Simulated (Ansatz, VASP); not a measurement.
## MgS: VASP beside Ansatz

Contents of POSCAR:

```
MgS
1.0
    0.0000000000      2.8331200468      2.8331200468
    2.8331200468      0.0000000000      2.8331200468
    2.8331200468      2.8331200468      0.0000000000
S Mg
1 1
Direct
    0.2500000000      0.2500000000      0.2500000000
    0.0000000000      0.0000000000      0.0000000000
```

The input INCAR.step1:

```
SYSTEM = MgS
ALGO     = Normal         ! electronic algorithm
EDIFF    = 1E-4           ! SCF threshold, eV
ENCUT    = 520            ! plane-wave cutoff, eV
GGA      = PE             ! functional
ISMEAR   = -1             ! smearing method
LASPH    = .TRUE.         ! aspherical terms in the spheres
LCHARG   = .FALSE.        ! write CHGCAR
LREAL    = .FALSE.        ! projectors in reciprocal space
LWAVE    = .TRUE.         ! write WAVECAR
NBANDS   = 11             ! bands
NELM     = 100            ! most SCF steps
PREC     = Accurate       ! precision mode
SIGMA    = 0.05           ! smearing width, eV
```

INCAR.step2

```
SYSTEM = MgS
ALGO     = Normal         ! electronic algorithm
EDIFF    = 1E-6           ! SCF threshold, eV
ENCUT    = 520            ! plane-wave cutoff, eV
ISIF     = 2              ! what is computed and relaxed
ISMEAR   = -1             ! smearing method
ISTART   = 1            
LASPH    = .TRUE.         ! aspherical terms in the spheres
LCHARG   = .FALSE.        ! write CHGCAR
LMIXTAU  = .TRUE.       
LREAL    = .FALSE.        ! projectors in reciprocal space
LWAVE    = .FALSE.        ! write WAVECAR
METAGGA  = R2SCAN         ! meta-GGA
NBANDS   = 11             ! bands
NELM     = 100            ! most SCF steps
PREC     = Accurate       ! precision mode
SIGMA    = 0.05           ! smearing width, eV
```

File KPOINTS:

```
k-points
0
G
  8 8 8
  0 0 0
```

input.yaml

```yaml
crystal:
  lattice:
    - [0.0, 2.8331200468, 2.8331200468]
    - [2.8331200468, 0.0, 2.8331200468]
    - [2.8331200468, 2.8331200468, 0.0]
  atoms:
    - { symbol: S, position: [0.25, 0.25, 0.25] }
    - { symbol: Mg, position: [0.0, 0.0, 0.0] }
hamiltonian:
  xc: r2scan
  pseudopotentials: { kind: paw }
kpoints:
  mp_grid: { grid: [8, 8, 8] }
  band_path:
    path:
      - [[0.0, 0.0, 0.0], [0.5, 0.0, 0.5], [0.5, 0.25, 0.75], [0.375, 0.375, 0.75], [0.0, 0.0, 0.0], [0.5, 0.5, 0.5], [0.625, 0.25, 0.625], [0.5, 0.25, 0.75], [0.5, 0.5, 0.5], [0.375, 0.375, 0.75]]
      - [[0.625, 0.25, 0.625], [0.5, 0.0, 0.5]]
    npoints: 14
scf:
  occupations: { method: fermi_dirac, width: 0.05 }
  n_extra_bands: 6
output:
  forces: true
  stress: true
  eigenvalues: true
  fatbands: false
```

Alike in both runs: functional r2SCAN; k mesh 8 × 8 × 8; occupations fermi-dirac, width 0.05 eV; no spin polarisation.

|  | VASP | Ansatz |
| --- | --- | --- |
| version | VASP 6.6.1 | Ansatz 0.2.0 |
| potentials or method | VASP PAW PBE potentials, release 64 (S, Mg) | Ansatz PAW |
| plane-wave cutoff (eV) | 520 | 500 |
| valence electrons in the cell | 8 | 16 |
| task | single point | band structure |

```tsv
	VASP	Ansatz	Ansatz less VASP
gap on the k mesh at the Fermi level (eV)	4.12	4.13	+0.013
least direct gap on the mesh (eV)	4.12	4.13	+0.013
pressure (GPa)	-0.4	-0.1	+0.29
```

VASP's potentials were made for PBE, not for r2SCAN. With one functional, cell and mesh, what is left measures potentials, basis and numerics. VASP's potentials hold 8 valence electrons a cell and Ansatz's 16, so a difference there can come from the potentials and not from the codes.
